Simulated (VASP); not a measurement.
Here is a VASP 6.6.1 calculation.

The input INCAR:

```
PREC = Accurate
ENCUT = 520
EDIFF = 1E-6
ISMEAR = 0
SIGMA = 0.1
LREAL = F
LASPH = T
NELM = 100
ALGO = Normal
ISIF = 2
LWAVE = F
LCHARG = F
LDIPOL = T
IDIPOL = 3
DIPOL = 0.5 0.5 0.354
GGA = PE
NBANDS = 33
```

File KPOINTS:

```
Automatic mesh
0
Gamma
  8 8 1
```

File POSCAR:

```
Si4Mo2C
1.0
    3.2169717285      0.0000000000      0.0000000000
    0.0000000000      3.2169717285      0.0000000000
    0.0000000000      0.0000000000     21.8787970046
Si Mo C
4 2 1
Direct
    0.0000000000      0.0000000000      0.1828254085
    0.0000000000      0.0000000000      0.3015081460
    0.5000000000      0.5000000000      0.3593659936
    0.5000000000      0.5000000000      0.4743769505
    0.5000000000      0.5000000000      0.2421667772
    0.0000000000      0.0000000000      0.4192862006
    0.5000000000      1.0000000000      0.5018198286
```

Potentials or basis: VASP PAW PBE potentials, release 64 (Si, Mo_sv, C).

Launch:

```bash
$ cat potpaw_PBE.64/Si/POTCAR potpaw_PBE.64/Mo_sv/POTCAR potpaw_PBE.64/C/POTCAR > POTCAR
$ mpirun -np 1 vasp_std > vasp.out
```

Task: Estimate the largest force.

Result: 1.008 eV/Å.

Task: Predict the band gap on the k mesh.

Result: Zero (bands 24 and 25 overlap by 0.43 eV).

Forces on the atoms (eV/Å):
```
Si   0.000  0.000  0.563
Si   0.000  0.000 -0.710
Si   0.000  0.000 -0.417
Si   0.000  0.000  1.008
Mo   0.000  0.000 -0.094
Mo   0.000  0.000 -0.354
C    0.000  0.000  0.004
```
